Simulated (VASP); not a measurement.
# Ru (P6_3/mmc) in VASP: further runs

The runs below take Ru through single point, with PBEsol.

Everything below comes from runs of VASP 6.6.1. Logs are shortened: lines on timing, memory, paths and dates and some standing lists are left out, and cuts for length are marked.

## 1. The cell of the first run

It takes space group P6_3/mmc (No. 194, hexagonal). Conventional cell: a = 2.588 Å, b = 2.588 Å, c = 4.225 Å, α = 90.00°, β = 90.00°, γ = 120.00°. Within 3.4 Å of Ru (site symmetry -6m2) lie 12 Ru at 2.59 Å.

## 2. Single point, PBEsol (volume 12.255 Å^3 an atom, c/a of the conventional cell 1.6325)

Input file INCAR:

```
SYSTEM = Ru
PREC = Accurate
ENCUT = 520
EDIFF = 1E-6
ISMEAR = 0
SIGMA = 0.15
LREAL = .False.
LASPH = .True.
NELM = 60
ALGO = Fast
ISIF = 2
LWAVE = .False.
LCHARG = .True.
GGA = PS
LELF = .True.
LVHAR = .True.
NBANDS = 21
```

Input file KPOINTS:

```
Automatic mesh
0
Gamma
  21 21 12
  0 0 0
```

Input file POSCAR:

```
Ru
1.0
    2.5881324414      0.0000000000      0.0000000000
   -1.2940662207      2.2413884426      0.0000000000
    0.0000000000      0.0000000000      4.2251262106
Ru
2
Direct
    0.3333333333      0.6666666667      0.2500000000
    0.6666666667      0.3333333333      0.7500000000
```

Potentials or basis: VASP PAW PBE potentials, release 64 (Ru_pv).

Run with:

```console
$ cat potpaw_PBE.64/Ru_pv/POTCAR > POTCAR
$ mpirun -np 1 vasp_std > vasp.out
```

OUTCAR:

```text
SYSTEM = Ru
   PREC = Accurate
   ENCUT = 520
   EDIFF = 1E-6
   ISMEAR = 0
   LREAL = .False.
   LASPH = .True.
   NELM = 60
   ISIF = 2
   GGA = PS

 ion  position               nearest neighbor table
   1  0.333  0.667  0.250-   2 2.59   2 2.59   2 2.59   2 2.59   2 2.59   2 2.59
   2  0.667  0.333  0.750-   1 2.59   1 2.59   1 2.59   1 2.59   1 2.59   1 2.59

  LATTYP: Found a hexagonal cell.
 ALAT       =     2.5881324414
 C/A-ratio  =     1.6325000000

  Lattice vectors:

 A1 = (   2.5881324414,   0.0000000000,   0.0000000000)
 A2 = (  -1.2940662207,   2.2413884426,   0.0000000000)
 A3 = (   0.0000000000,   0.0000000000,   4.2251262106)

Analysis of symmetry for initial positions (statically):
=====================================================================
 Subroutine PRICEL returns:
 Original cell was already a primitive cell.

 Routine SETGRP: Setting up the symmetry group for a
 hexagonal supercell.

 Subroutine GETGRP returns: Found 24 space group operations
 (whereof 12 operations were pure point group operations)
 out of a pool of 24 trial point group operations.

The static configuration has the point symmetry D_3d.
 The point group associated with its full space group is D_6h.

Analysis of symmetry for dynamics (positions and initial velocities):
=====================================================================
 Subroutine PRICEL returns:
 Original cell was already a primitive cell.

 Routine SETGRP: Setting up the symmetry group for a
 hexagonal supercell.

 Subroutine GETGRP returns: Found 24 space group operations
 (whereof 12 operations were pure point group operations)
 out of a pool of 24 trial point group operations.

The dynamic configuration has the point symmetry D_3d.
 The point group associated with its full space group is D_6h.

 Subroutine INISYM returns: Found 24 space group operations
 (whereof 12 operations are pure point group operations),
 and found     1 'primitive' translations

----------------------------------------------------------------------------------------

                                     Primitive cell

  volume of cell :      24.5100

  direct lattice vectors                    reciprocal lattice vectors
     2.588132441  0.000000000  0.000000000     0.386378991  0.223076014  0.000000000
    -1.294066221  2.241388443  0.000000000     0.000000000  0.446152028  0.000000000
     0.000000000  0.000000000  4.225126211     0.000000000  0.000000000  0.236679320

  length of vectors
     2.588132441  2.588132441  4.225126211     0.446152028  0.446152028  0.236679320

  position of ions in fractional coordinates (direct lattice)
     0.333333333  0.666666667  0.250000000
     0.666666667  0.333333333  0.750000000

  ion indices of the primitive-cell ions
   primitive index   ion index
                 1           1
                 2           2

----------------------------------------------------------------------------------------

 KPOINTS: Automatic mesh

Automatic generation of k-mesh.
 Grid dimensions read from file:
 generate k-points for:   21   21   12

 Generating k-lattice:

  Cartesian coordinates                     Fractional coordinates (reciprocal lattice)
     0.018399000  0.010622667  0.000000000     0.047619048  0.000000000  0.000000000
     0.000000000  0.021245335  0.000000000     0.000000000  0.047619048  0.000000000
     0.000000000  0.000000000  0.019723277     0.000000000  0.000000000  0.083333333

  Length of vectors
     0.021245335  0.021245335  0.019723277

  Shift w.r.t. Gamma in fractional coordinates (k-lattice)
     0.000000000  0.000000000  0.000000000

 Subroutine IBZKPT returns following result:
 ===========================================

 Found    336 irreducible k-points:

 Following reciprocal coordinates:
            Coordinates               Weight
  0.000000  0.000000  0.000000      1.000000
  0.047619 -0.000000  0.000000      6.000000
  0.095238  0.000000  0.000000      6.000000
  0.142857 -0.000000  0.000000      6.000000
  0.190476  0.000000  0.000000      6.000000
  0.238095 -0.000000  0.000000      6.000000
[... 16 lines left out ...]
  0.142857  0.095238  0.000000     12.000000
  0.190476  0.095238  0.000000     12.000000
 [... further k-points ...]
   k-points           NKPTS =    336   k-points in BZ     NKDIM =    336   number of bands    NBANDS=     21
   number of dos      NEDOS =    301   number of ions     NIONS =      2
   total plane-waves  NPLWV =  12800
   dimension x,y,z NGX =    20 NGY =   20 NGZ =   32
   dimension x,y,z NGXF=    40 NGYF=   40 NGZF=   64
   ions per type =               2
   NGX,Y,Z   is equivalent  to a cutoff of  12.85, 12.85, 12.59 a.u.
   NGXF,Y,Z  is equivalent  to a cutoff of  25.69, 25.69, 25.18 a.u.
 SYSTEM =  Ru
   PREC   = accura    normal or accurate (medium, high low for compatibility)
   ISTART =      0    job   : 0-new  1-cont  2-samecut
   ICHARG =      2    charge: 1-file 2-atom 10-const
   ISPIN  =      1    spin polarized calculation?
   LNONCOLLINEAR =      F non collinear calculations
   LSORBIT =      F    spin-orbit coupling
   LASPH  =      T    aspherical Exc in radial PAW
   ENCUT  =  520.0 eV  38.22 Ry    6.18 a.u.   4.81  4.81  7.86*2*pi/ulx,y,z
   NELM   =     60;   NELMIN=  2; NELMDL= -5     # of ELM steps
   EDIFF  = 0.1E-05   stopping-criterion for ELM
   LREAL  =      F    real-space projection
   EDIFFG = 0.1E-04   stopping-criterion for IOM
   NSW    =      0    number of steps for IOM
   IBRION =     -1    ionic relax: 0-MD 1-quasi-New 2-CG
   NFREE  =      0    steps in history (QN), initial steepest desc. (CG)
   ISIF   =      2    stress and relaxation
   ISYM   =      2    0-nonsym 1-usesym 2-fastsym
   POTIM  = 0.5000    time-step for ionic-motion
   TEBEG  =    0.0;   TEEND  =   0.0 temperature during run
   PSTRESS=    0.0 pullay stress
   NELECT =      28.0000    total number of electrons
   NUPDOWN=      -1.0000    fix difference up-down
   EMIN   =  10.00;   EMAX   =-10.00  energy-range for DOS
   EFERMI =   0.00;   METHOD = LEGACY
   ISMEAR =     0;   SIGMA  =   0.15  broadening in eV -4-tet -1-fermi 0-gaus
   EFERMI_NEDOS =   21; number of points for ismear=-14 and -15
   IALGO  =     68    algorithm
   IMIX   =      4    mixing-type and parameters
     AMIX     =   0.40;   BMIX     =  1.00
     AMIX_MAG =   1.60;   BMIX_MAG =  1.00
  volume/ion in A,a.u.               =      12.25        82.70
  Fermi-wavevector in a.u.,A,eV,Ry     =   1.711380  3.234039 39.849027  2.928821
  Thomas-Fermi vector in A             =   2.789505
   LORBIT       =      0    0 simple, 1 ext, 2 COOP (PROOUT), +10 PAW based schemes
   GGA     = PS    functional components
   LHFCALC =     F    Hartree Fock is set to
   AEXX    =    0.0000 exact exchange contribution
   IVDW    =     0    specifies the selected vdW correction
   LEPSILON=     F    determine dielectric tensor
   LRPA    =     F    only Hartree local field effects (RPA)
 non-spin polarized calculation
 RMM-DIIS sequential band-by-band and
 Gauss-broadening in eV      SIGMA  =   0.15
  energy-cutoff  :      520.00
  volume of cell :       24.51
 maximum number of plane-waves:       675
 NGX is ok and might be reduce to    20
   NGX =  9   NGY =  9   NGZ = 15

 number of electron      28.0000001 magnetization

 Free energy of the ion-electron system (eV)
  ---------------------------------------------------
  ext. energy  EPLUGINS =         0.00000000
  ---------------------------------------------------
  free energy    TOTEN  =       -20.10107291 eV

  energy without entropy =      -20.08475846  energy(sigma->0) =      -20.09291568

 E-fermi :  14.6770     XC(G=0): -14.9249

 val. band max:       14.6765722559   @ k =   0.3333   0.3333   0.2500
 cond. band min:      14.6771807149   @ k =   0.1905   0.1429   0.0000
 fundamental gap:      0.0006084590
 Fermi energy:        14.6770344470

 k-point     1 :       0.0000    0.0000    0.0000
  band No.  band energies     occupation
      1     -29.3241      2.00000
      2     -28.0162      2.00000
      3     -28.0161      2.00000
      4     -27.8217      2.00000
      5     -27.8179      2.00000
      6     -27.8179      2.00000
[... 13 lines left out ...]
     20      24.8441      0.00000
     21      25.8440      0.00000

 k-point     2 :       0.0476   -0.0000    0.0000
  band No.  band energies     occupation
      1     -29.3133      2.00000
      2     -28.0425      2.00000
      3     -28.0245      2.00000
      4     -27.8451      2.00000
      5     -27.8257      2.00000
      6     -27.8217      2.00000
[... 13 lines left out ...]
     20      24.8441      0.00000
     21      25.8295      0.00000

 k-point     3 :       0.0952    0.0000    0.0000
  band No.  band energies     occupation
      1     -29.2814      2.00000
      2     -28.1192      2.00000
      3     -28.0484      2.00000
      4     -27.9237      2.00000
      5     -27.8378      2.00000
      6     -27.8331      2.00000
[... 13 lines left out ...]
     20      24.8441      0.00000
     21      25.7804      0.00000

 k-point     4 :       0.1429   -0.0000    0.0000
  band No.  band energies     occupation
      1     -29.2297      2.00000
      2     -28.2392      2.00000
      3     -28.0851      2.00000
      4     -28.0450      2.00000
      5     -27.8583      2.00000
      6     -27.8518      2.00000
[... 13 lines left out ...]
     20      24.8440      0.00000
     21      25.6883      0.00000

 k-point     5 :       0.1905    0.0000    0.0000
  band No.  band energies     occupation
      1     -29.1608      2.00000
      2     -28.3914      2.00000
      3     -28.1959      2.00000
      4     -28.1306      2.00000
      5     -27.8874      2.00000
      6     -27.8764      2.00000
[... 13 lines left out ...]
     20      24.8439      0.00000
     21      25.5556      0.00000

 k-point     6 :       0.2381   -0.0000    0.0000
  band No.  band energies     occupation
      1     -29.0780      2.00000
      2     -28.5619      2.00000
      3     -28.3614      2.00000
      4     -28.1804      2.00000
      5     -27.9253      2.00000
      6     -27.9049      2.00000
[... 13 lines left out ...]
     20      24.8438      0.00000
     21      25.4016      0.00000

 k-point     7 :       0.2857   -0.0000    0.0000
  band No.  band energies     occupation
      1     -28.9854      2.00000
      2     -28.7353      2.00000
      3     -28.5263      2.00000
      4     -28.2303      2.00000
      5     -27.9717      2.00000
      6     -27.9348      2.00000
[... 13 lines left out ...]
     20      24.8436      0.00000
     21      25.2514      0.00000
[... 291 lines left out ...]
      1     -29.1494      2.00000
      2     -28.9108      2.00000
      3     -28.6795      2.00000
      4     -28.3638      2.00000
      5     -28.1610      2.00000
      6     -28.0280      2.00000
[... 13 lines left out ...]
     20      26.5900      0.00000
     21      27.1614      0.00000

 k-point    21 :       0.4762    0.0476    0.0000
  band No.  band energies     occupation
      1     -29.1742      2.00000
      2     -28.9328      2.00000
      3     -28.6533      2.00000
      4     -28.3714      2.00000
      5     -28.1802      2.00000
      6     -28.0328      2.00000
[... 13 lines left out ...]
     20      26.7714      0.00000
     21      27.4278      0.00000

 k-point    22 :       0.0952    0.0952    0.0000
  band No.  band energies     occupation
      1     -29.1996      2.00000
      2     -28.2838      2.00000
      3     -28.1841      2.00000
      4     -28.0407      2.00000
      5     -27.8791      2.00000
      6     -27.8707      2.00000
[... 13 lines left out ...]
     20      24.8440      0.00000
     21      25.6377      0.00000

 k-point    23 :       0.1429    0.0952    0.0000
  band No.  band energies     occupation
      1     -29.1322      2.00000
      2     -28.4131      2.00000
      3     -28.3114      2.00000
      4     -28.1037      2.00000
      5     -27.9148      2.00000
      6     -27.9000      2.00000
[... 13 lines left out ...]
     20      24.8439      0.00000
     21      25.5229      0.00000

 k-point    24 :       0.1905    0.0952    0.0000
  band No.  band energies     occupation
      1     -29.0510      2.00000
      2     -28.5675      2.00000
      3     -28.4457      2.00000
      4     -28.1734      2.00000
      5     -27.9521      2.00000
      6     -27.9382      2.00000
[... 13 lines left out ...]
     20      24.8437      0.00000
     21      25.4085      0.00000

 [... further k-points ...]

------------------------ aborting loop because EDIFF is reached ----------------------------------------

  FORCE on cell =-STRESS in cart. coord.  units (eV):
  Direction    XX          YY          ZZ          XY          YZ          ZX
  --------------------------------------------------------------------------------------
  -------------------------------------------------------------------------------------
  Total        6.4149193      6.4149193      3.4186875     -0.0000000      0.0000000      0.0000000
  in kB      419.3324487    419.3324487    223.4738326     -0.0000000      0.0000000      0.0000000
  external PRESSURE =     354.0462434 kB  Pullay stress =       0.0000000 kB

 VOLUME and BASIS-vectors are now :
 -----------------------------------------------------------------------------
  energy-cutoff  :      520.00
  volume of cell :       24.51
      direct lattice vectors                 reciprocal lattice vectors
     2.588132441  0.000000000  0.000000000     0.386378991  0.223076014  0.000000000
    -1.294066221  2.241388443  0.000000000     0.000000000  0.446152028  0.000000000
     0.000000000  0.000000000  4.225126211     0.000000000  0.000000000  0.236679320

 POSITION                                       TOTAL-FORCE (eV/Angst)
 -----------------------------------------------------------------------------------
     -0.00000      1.49426      1.05628         0.000000      0.000000      0.000000
      1.29407      0.74713      3.16884        -0.000000      0.000000      0.000000
 -----------------------------------------------------------------------------------
    total drift:                               -0.000000      0.000000     -0.000000

  FREE ENERGIE OF THE ION-ELECTRON SYSTEM (eV)
  ---------------------------------------------------
  free  energy   TOTEN  =       -20.1010729066 eV

  energy  without entropy=      -20.0847584584  energy(sigma->0) =      -20.09291568
```

Wall time 75 s (1 thread of AMD EPYC 9R45 (Zen 5), shared host); peak memory 0.21 GiB.

Results:

```yaml
Free_energy: -20.1011 eV
Pressure: 35.4 GPa
Band_gap_on_the_k_mesh: zero (band 14 reaches 16.60 eV, above the bottom of band 15 at 12.94 eV)
```

Levels at points of the mesh, in eV from the Fermi level:
| k point | band 11 | band 12 | band 13 | band 14 | band 15 | band 16 | band 17 | band 18 |
| --- | --- | --- | --- | --- | --- | --- | --- | --- |
| (0.00, 0.00, 0.00) | -3.02 | -2.30 | -2.30 | -1.35 | -1.35 | 0.99 | 1.39 | 1.39 |
| (0.00, 0.00, 0.50) | -3.13 | -3.13 | -3.13 | -3.13 | 0.64 | 0.64 | 0.64 | 0.64 |

Caveat: the PAW data sets were made with another functional, which shifts forces and pressure a little.

## 3. Single point, PBEsol (volume 12.255 Å^3 an atom, c/a of the conventional cell 1.5810)

Input file INCAR:

```
SYSTEM = Ru
ALGO     = Fast           ! electronic algorithm
EDIFF    = 1E-6           ! SCF threshold, eV
ENCUT    = 520            ! plane-wave cutoff, eV
GGA      = PS             ! functional
ISIF     = 2              ! what is computed and relaxed
ISMEAR   = 0              ! smearing method
LASPH    = .TRUE.         ! aspherical terms in the spheres
LCHARG   = .FALSE.        ! write CHGCAR
LREAL    = .FALSE.        ! projectors in reciprocal space
LWAVE    = .FALSE.        ! write WAVECAR
NBANDS   = 21             ! bands
NELM     = 60             ! most SCF steps
PREC     = Accurate       ! precision mode
SIGMA    = 0.15           ! smearing width, eV
```

Input file KPOINTS:

```
k-points
0
G
  21 21 12
  0 0 0
```

Input file POSCAR:

```
Ru
1.0
    2.6159373385      0.0000000000      0.0000000000
   -1.3079686692      2.2654681898      0.0000000000
    0.0000000000      0.0000000000      4.1357854974
Ru
2
Direct
    0.3333333333      0.6666666667      0.2500000000
    0.6666666667      0.3333333333      0.7500000000
```

Potentials or basis: VASP PAW PBE potentials, release 64 (Ru_pv).

Run with:

```console
$ cat potpaw_PBE.64/Ru_pv/POTCAR > POTCAR
$ mpirun -np 1 vasp_std > vasp.out
```

Run time: 72 s. Hardware: 1 thread of AMD EPYC 9R45 (Zen 5), shared host; peak memory 0.21 GiB.

The run converged. Its results:

```yaml
Free_energy: -20.1310 eV
Pressure: 35.5 GPa
Band_gap_on_the_k_mesh: zero (band 14 reaches 16.52 eV, above the bottom of band 15 at 12.79 eV)
```

Stress tensor (GPa, compression positive):
```
35.07  0.00  0.00
 0.00 35.07  0.00
 0.00  0.00 36.33
```

Levels at points of the mesh, in eV from the Fermi level:
```tsv
k point	band 12	band 13	band 14	band 15	band 16	band 17
(0.00, 0.00, 0.00)	-2.25	-2.25	-1.64	-1.64	1.37	1.37
(0.00, 0.00, 0.50)	-3.25	-3.08	-3.08	0.65	0.65	0.65
```

Caveat: the PAW data sets were made with another functional, which shifts forces and pressure a little.
